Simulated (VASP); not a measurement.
# Co (Fm-3m) in VASP: a series of runs

Co is run at these levels: PBE; tasks: single point.

Program: VASP 6.6.1. These are calculated values, not measurements. Logs are shortened: lines on timing, memory, paths and dates and some standing lists are left out, and cuts for length are marked.

## 1. The cell of the first run

Symmetry: Fm-3m, No. 225, cubic system. The conventional cell has a = 3.537 Å, b = 3.537 Å, c = 3.537 Å, α = 90.00°, β = 90.00°, γ = 90.00°. Co (site symmetry m-3m) has 12 Co at 2.50 Å within 3.3 Å.

## 2. Single point, PBE, collinear spin, ferromagnetic start

Contents of INCAR:

```
  PREC = Accurate
  ENCUT = 520
  EDIFF = 1E-6
  ISMEAR = -1
  SIGMA = 0.05
  LREAL = F
  LASPH = T
  NELM = 150
  ALGO = Normal
  ISIF = 2
  LWAVE = F
  LCHARG = T
  ISPIN = 2
  MAGMOM = 2
  LORBIT = 11
  LMAXMIX = 4
  GGA = PE
  LELF = T
  LVHAR = T
  NBANDS = 14
```

Contents of KPOINTS:

```
Automatic mesh
0
Gamma
  13 13 13
```

Contents of POSCAR:

```
Co
1.0
    0.0000000000      1.7682910658      1.7682910658
    1.7682910658      0.0000000000      1.7682910658
    1.7682910658      1.7682910658      0.0000000000
Co
1
Direct
    0.0000000000      0.0000000000      0.0000000000
```

Potentials or basis: VASP PAW PBE potentials, release 64 (Co).

Run with:

```bash
> cat potpaw_PBE.64/Co/POTCAR > POTCAR
> mpirun -np 1 vasp_std > vasp.out
```

OUTCAR:

```text
PREC = Accurate
   ENCUT = 520
   EDIFF = 1E-6
   ISMEAR = -1
   LREAL = F
   LASPH = T
   NELM = 150
   ISIF = 2
   ISPIN = 2
   LORBIT = 11
   GGA = PE

 ion  position               nearest neighbor table
   1  0.000  0.000  0.000-

  LATTYP: Found a face centered cubic cell.
 ALAT       =     3.5365821316

  Lattice vectors:

 A1 = (   0.0000000000,   1.7682910658,   1.7682910658)
 A2 = (   1.7682910658,   0.0000000000,   1.7682910658)
 A3 = (   1.7682910658,   1.7682910658,   0.0000000000)

Analysis of symmetry for initial positions (statically):
=====================================================================
 Subroutine PRICEL returns:
 Original cell was already a primitive cell.

 Routine SETGRP: Setting up the symmetry group for a
 face centered cubic supercell.

 Subroutine GETGRP returns: Found 48 space group operations
 (whereof 48 operations were pure point group operations)
 out of a pool of 48 trial point group operations.

The static configuration has the point symmetry O_h .

Analysis of symmetry for dynamics (positions and initial velocities):
=====================================================================
 Subroutine PRICEL returns:
 Original cell was already a primitive cell.

 Routine SETGRP: Setting up the symmetry group for a
 face centered cubic supercell.

 Subroutine GETGRP returns: Found 48 space group operations
 (whereof 48 operations were pure point group operations)
 out of a pool of 48 trial point group operations.

The dynamic configuration has the point symmetry O_h .

Analysis of structural, dynamic, and magnetic symmetry:
=====================================================================
 Subroutine PRICEL returns:
 Original cell was already a primitive cell.

 Routine SETGRP: Setting up the symmetry group for a
 face centered cubic supercell.

 Subroutine GETGRP returns: Found 48 space group operations
 (whereof 48 operations were pure point group operations)
 out of a pool of 48 trial point group operations.

The overall configuration has the point symmetry O_h .

 Subroutine INISYM returns: Found 48 space group operations
 (whereof 48 operations are pure point group operations),
 and found     1 'primitive' translations

----------------------------------------------------------------------------------------

                                     Primitive cell

  volume of cell :      11.0584

  direct lattice vectors                    reciprocal lattice vectors
     0.000000000  1.768291066  1.768291066    -0.282758879  0.282758879  0.282758879
     1.768291066  0.000000000  1.768291066     0.282758879 -0.282758879  0.282758879
     1.768291066  1.768291066  0.000000000     0.282758879  0.282758879 -0.282758879

  length of vectors
     2.500741207  2.500741207  2.500741207     0.489752745  0.489752745  0.489752745

  position of ions in fractional coordinates (direct lattice)
     0.000000000  0.000000000  0.000000000

  ion indices of the primitive-cell ions
   primitive index   ion index
                 1           1

----------------------------------------------------------------------------------------

 KPOINTS: Automatic mesh

Automatic generation of k-mesh.
 Grid dimensions read from file:
 generate k-points for:   13   13   13

 Generating k-lattice:

  Cartesian coordinates                     Fractional coordinates (reciprocal lattice)
    -0.021750683  0.021750683  0.021750683     0.076923077  0.000000000  0.000000000
     0.021750683 -0.021750683  0.021750683     0.000000000  0.076923077  0.000000000
     0.021750683  0.021750683 -0.021750683     0.000000000  0.000000000  0.076923077

  Length of vectors
     0.037673288  0.037673288  0.037673288

  Shift w.r.t. Gamma in fractional coordinates (k-lattice)
     0.000000000  0.000000000  0.000000000

 Subroutine IBZKPT returns following result:
 ===========================================

 Found     84 irreducible k-points:

 Following reciprocal coordinates:
            Coordinates               Weight
  0.000000  0.000000  0.000000      1.000000
  0.076923  0.000000  0.000000      8.000000
  0.153846  0.000000  0.000000      8.000000
  0.230769  0.000000  0.000000      8.000000
  0.307692  0.000000  0.000000      8.000000
  0.384615  0.000000  0.000000      8.000000
[... 16 lines left out ...]
  0.384615  0.153846  0.000000     24.000000
  0.461538  0.153846  0.000000     24.000000
 [... further k-points ...]
   k-points           NKPTS =     84   k-points in BZ     NKDIM =     84   number of bands    NBANDS=     14
   number of dos      NEDOS =    301   number of ions     NIONS =      1
   total plane-waves  NPLWV =   8000
   dimension x,y,z NGX =    20 NGY =   20 NGZ =   20
   dimension x,y,z NGXF=    40 NGYF=   40 NGZF=   40
   ions per type =               1
   NGX,Y,Z   is equivalent  to a cutoff of  13.30, 13.30, 13.30 a.u.
   NGXF,Y,Z  is equivalent  to a cutoff of  26.59, 26.59, 26.59 a.u.
 SYSTEM =  unknown system
   PREC   = accura    normal or accurate (medium, high low for compatibility)
   ISTART =      0    job   : 0-new  1-cont  2-samecut
   ICHARG =      2    charge: 1-file 2-atom 10-const
   ISPIN  =      2    spin polarized calculation?
   LNONCOLLINEAR =      F non collinear calculations
   LSORBIT =      F    spin-orbit coupling
   LASPH  =      T    aspherical Exc in radial PAW
   ENCUT  =  520.0 eV  38.22 Ry    6.18 a.u.   4.65  4.65  4.65*2*pi/ulx,y,z
   NELM   =    150;   NELMIN=  2; NELMDL= -5     # of ELM steps
   EDIFF  = 0.1E-05   stopping-criterion for ELM
   LREAL  =      F    real-space projection
   EDIFFG = 0.1E-04   stopping-criterion for IOM
   NSW    =      0    number of steps for IOM
   IBRION =     -1    ionic relax: 0-MD 1-quasi-New 2-CG
   NFREE  =      0    steps in history (QN), initial steepest desc. (CG)
   ISIF   =      2    stress and relaxation
   ISYM   =      2    0-nonsym 1-usesym 2-fastsym
   POTIM  = 0.5000    time-step for ionic-motion
   TEBEG  =    0.0;   TEEND  =   0.0 temperature during run
   PSTRESS=    0.0 pullay stress
   NELECT =       9.0000    total number of electrons
   NUPDOWN=      -1.0000    fix difference up-down
   EMIN   =  10.00;   EMAX   =-10.00  energy-range for DOS
   EFERMI =   0.00;   METHOD = LEGACY
   ISMEAR =    -1;   SIGMA  =   0.05  broadening in eV -4-tet -1-fermi 0-gaus
   EFERMI_NEDOS =   21; number of points for ismear=-14 and -15
   IALGO  =     38    algorithm
   IMIX   =      4    mixing-type and parameters
     AMIX     =   0.40;   BMIX     =  1.00
     AMIX_MAG =   1.60;   BMIX_MAG =  1.00
  volume/ion in A,a.u.               =      11.06        74.63
  Fermi-wavevector in a.u.,A,eV,Ry     =   1.528476  2.888401 31.786454  2.336238
  Thomas-Fermi vector in A             =   2.636229
   LORBIT       =     11    0 simple, 1 ext, 2 COOP (PROOUT), +10 PAW based schemes
   GGA     = PE    functional components
   LHFCALC =     F    Hartree Fock is set to
   AEXX    =    0.0000 exact exchange contribution
   IVDW    =     0    specifies the selected vdW correction
   LEPSILON=     F    determine dielectric tensor
   LRPA    =     F    only Hartree local field effects (RPA)
 spin polarized calculation
  energy-cutoff  :      520.00
  volume of cell :       11.06
 maximum number of plane-waves:       307
   NGX =  9   NGY =  9   NGZ =  9

 number of electron       9.0000000 magnetization       1.6347933

 Free energy of the ion-electron system (eV)
  ---------------------------------------------------
  ext. energy  EPLUGINS =         0.00000000
  ---------------------------------------------------
  free energy    TOTEN  =        -7.02591540 eV

  energy without entropy =       -7.01723767  energy(sigma->0) =       -7.02157654

 E-fermi :  10.0906     XC(G=0): -13.2928

 val. band max:       10.0835627723   @ k =  -0.2308   0.2308   0.0000
 cond. band min:      10.0909872148   @ k =   0.3846   0.3846   0.0000
 fundamental gap:      0.0074244424
 Fermi energy:        10.0905767068

 spin component 1

 k-point     1 :       0.0000    0.0000    0.0000
  band No.  band energies     occupation
      1       1.1821      1.00000
      2       7.4016      1.00000
      3       7.4016      1.00000
      4       7.4016      1.00000
      5       8.4035      1.00000
      6       8.4035      1.00000
      7      32.9611      0.00000
      8      37.1649      0.00000
      9      37.1649      0.00000
     10      37.1649      0.00000
     11      40.2863      0.00000
     12      40.2863      0.00000
     13      40.2863      0.00000
     14      42.8933      0.00000

 k-point     2 :       0.0769    0.0000    0.0000
  band No.  band energies     occupation
      1       1.4136      1.00000
      2       7.3391      1.00000
      3       7.4556      1.00000
      4       7.4556      1.00000
      5       8.3816      1.00000
      6       8.3816      1.00000
      7      32.3075      0.00000
      8      34.9774      0.00000
      9      36.7606      0.00000
     10      36.7606      0.00000
     11      40.9063      0.00000
     12      40.9063      0.00000
     13      41.1983      0.00000
     14      44.8823      0.00000
[... 343 lines left out ...]
      1       4.9645      1.00000
      2       6.7298      1.00000
      3       7.2874      1.00000
      4       7.8141      1.00000
      5       9.1565      1.00000
      6       9.6000      0.99995
      7      21.2572      0.00000
      8      29.7900      0.00000
      9      30.2560      0.00000
     10      32.9876      0.00000
     11      42.1779      0.00000
     12      42.5521      0.00000
     13      43.5577      0.00000
     14      46.0815      0.00000

 k-point    24 :       0.4615    0.1538    0.0000
  band No.  band energies     occupation
      1       5.3490      1.00000
      2       6.8446      1.00000
      3       7.4893      1.00000
      4       7.6949      1.00000
      5       9.3016      1.00000
      6      10.9066      0.00000
      7      18.1730      0.00000
      8      28.6330      0.00000
      9      30.4483      0.00000
     10      32.4901      0.00000
     11      42.0113      0.00000
     12      42.3444      0.00000
     13      45.4565      0.00000
     14      46.0362      0.00000

 [... further k-points ...]

 spin component 2

 k-point     1 :       0.0000    0.0000    0.0000
  band No.  band energies     occupation
      1       1.1955      1.00000
      2       8.9705      1.00000
      3       8.9705      1.00000
      4       8.9705      1.00000
      5      10.3918      0.00241
      6      10.3918      0.00241
      7      32.6424      0.00000
      8      37.3213      0.00000
      9      37.3213      0.00000
     10      37.3213      0.00000
     11      40.5821      0.00000
     12      40.5821      0.00000
     13      40.5821      0.00000
     14      42.5299      0.00000

 k-point     2 :       0.0769    0.0000    0.0000
  band No.  band energies     occupation
      1       1.4278      1.00000
      2       8.8891      1.00000
      3       9.0302      1.00000
      4       9.0302      1.00000
      5      10.3637      0.00422
      6      10.3637      0.00422
      7      32.1592      0.00000
      8      35.0376      0.00000
      9      36.9732      0.00000
     10      36.9732      0.00000
     11      41.1300      0.00000
     12      41.1300      0.00000
     13      41.1871      0.00000
     14      44.8250      0.00000
[... 343 lines left out ...]
      1       5.3710      1.00000
      2       7.9527      1.00000
      3       8.8841      1.00000
      4       9.5374      0.99998
      5      11.0870      0.00000
      6      11.1354      0.00000
      7      21.7758      0.00000
      8      29.8856      0.00000
      9      30.5838      0.00000
     10      33.2805      0.00000
     11      42.4035      0.00000
     12      42.7227      0.00000
     13      43.7196      0.00000
     14      48.1846      0.00000

 k-point    24 :       0.4615    0.1538    0.0000
  band No.  band energies     occupation
      1       6.1592      1.00000
      2       8.1162      1.00000
      3       8.8061      1.00000
      4       9.4316      1.00000
      5      11.2170      0.00000
      6      12.1319      0.00000
      7      18.8621      0.00000
      8      28.8095      0.00000
      9      30.7739      0.00000
     10      32.6954      0.00000
     11      42.0908      0.00000
     12      42.5477      0.00000
     13      45.7863      0.00000
     14      48.4804      0.00000

 [... further k-points ...]
[... 5 lines left out ...]
  --------------------------------------------------------------------------------------
  -------------------------------------------------------------------------------------
  Total       -0.2584493     -0.2584493     -0.2584493      0.0000000     -0.0000000      0.0000000
  in kB      -37.4450761    -37.4450761    -37.4450761      0.0000000     -0.0000000      0.0000000
  external PRESSURE =     -37.4450761 kB  Pullay stress =       0.0000000 kB

 VOLUME and BASIS-vectors are now :
 -----------------------------------------------------------------------------
  energy-cutoff  :      520.00
  volume of cell :       11.06
      direct lattice vectors                 reciprocal lattice vectors
     0.000000000  1.768291066  1.768291066    -0.282758879  0.282758879  0.282758879
     1.768291066  0.000000000  1.768291066     0.282758879 -0.282758879  0.282758879
     1.768291066  1.768291066  0.000000000     0.282758879  0.282758879 -0.282758879

 POSITION                                       TOTAL-FORCE (eV/Angst)
 -----------------------------------------------------------------------------------
      0.00000      0.00000      0.00000         0.000000      0.000000      0.000000
 -----------------------------------------------------------------------------------
    total drift:                                0.000000      0.000000      0.000000

  FREE ENERGIE OF THE ION-ELECTRON SYSTEM (eV)
  ---------------------------------------------------
  free  energy   TOTEN  =        -7.0259153990 eV

  energy  without entropy=       -7.0172376735  energy(sigma->0) =       -7.02157654

 total charge

# of ion       s       p       d       tot
------------------------------------------
    1        0.482   0.507   7.247   8.235

 magnetization (x)

# of ion       s       p       d       tot
------------------------------------------
    1       -0.013  -0.047   1.716   1.656
```

Run time: 48 s. Hardware: 1 thread of Intel Xeon 8259CL, shared host; peak memory 0.15 GiB.

Results:

- Free energy: -7.0259 eV
- Pressure: -3.7 GPa
- Net moment: 1.63 μB per cell
- Site moments: Co +1.66 μB
- Valence electrons inside the program's atomic spheres: Co 8.23

Levels at points of the mesh, in eV from the Fermi level:
Spin up:
```csv
k point,band 2,band 3,band 4,band 5,band 6,band 7,band 8,band 9
"(0.00, 0.00, 0.00)",-2.69,-2.69,-2.69,-1.69,-1.69,22.87,27.07,27.07
```
Spin down:
| k point | band 1 | band 2 | band 3 | band 4 | band 5 | band 6 | band 7 | band 8 | band 9 |
| --- | --- | --- | --- | --- | --- | --- | --- | --- | --- |
| (0.00, 0.00, 0.00) | -8.90 | -1.12 | -1.12 | -1.12 | 0.30 | 0.30 | 22.55 | 27.23 | 27.23 |

[end of part 1 of 2]
